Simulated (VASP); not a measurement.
Write the native input for VASP 6.6.1 that does the following.

| Quantity | Value |
| --- | --- |
| Task | single point |
| Functional | PBE |
| Potentials or basis | VASP PAW PBE potentials, release 64 (Tl_d) |
| Cutoff | 520 eV |
| k mesh | 13 × 13 × 13 |
| Occupations | fermi-dirac, width 0.08 eV |
| Spin | no spin polarisation |
| Dipole correction | no |
| Further INCAR settings | ALGO = Normal; EDIFF = 1e-07; NBANDS = 20 |

The structure of Tl lies in POSCAR:

```
Tl
1.0
   -2.9708843891      2.9708843891      1.5862976837
    2.9708843891     -2.9708843891      1.5862976837
    2.9708843891      2.9708843891     -1.5862976837
Tl
2
Direct
   -0.3750000000     -0.1250000000     -0.2500000000
    0.3750000000      0.1250000000      0.2500000000
```

These files were run (other wordings do the same):

INCAR

```
SYSTEM = Tl
PREC     = Accurate       ! precision mode
ENCUT    = 520            ! plane-wave cutoff, eV
EDIFF    = 1E-7           ! SCF threshold, eV
ISMEAR   = -1             ! smearing method
SIGMA    = 0.08           ! smearing width, eV
LREAL    = .False.        ! projectors in reciprocal space
LASPH    = .True.         ! aspherical terms in the spheres
NELM     = 80             ! most SCF steps
ALGO     = Normal         ! electronic algorithm
ISIF     = 2              ! what is computed and relaxed
LWAVE    = .False.        ! write WAVECAR
LCHARG   = .False.        ! write CHGCAR
GGA      = PE             ! functional
NBANDS   = 20             ! bands
```

KPOINTS

```
regular mesh
0
Gamma
  13 13 13
  0 0 0
```

Potentials or basis: VASP PAW PBE potentials, release 64 (Tl_d).

Command:

```sh
$ cat potpaw_PBE.64/Tl_d/POTCAR > POTCAR
$ mpirun -np 1 vasp_std > vasp.out
```

It gave:

```yaml
Pressure: 6.4 GPa
Band_gap_on_the_k_mesh: zero (bands 13 and 14 overlap by 5.92 eV)
```

Caveat: the cell stands under pressure; spin-orbit coupling is left out, which moves the levels of the heavy elements.

Wall time 4.8 min on 1 thread of Oxide Virtual Turin-like Processor, with other jobs on the host, peak memory 0.29 GiB.
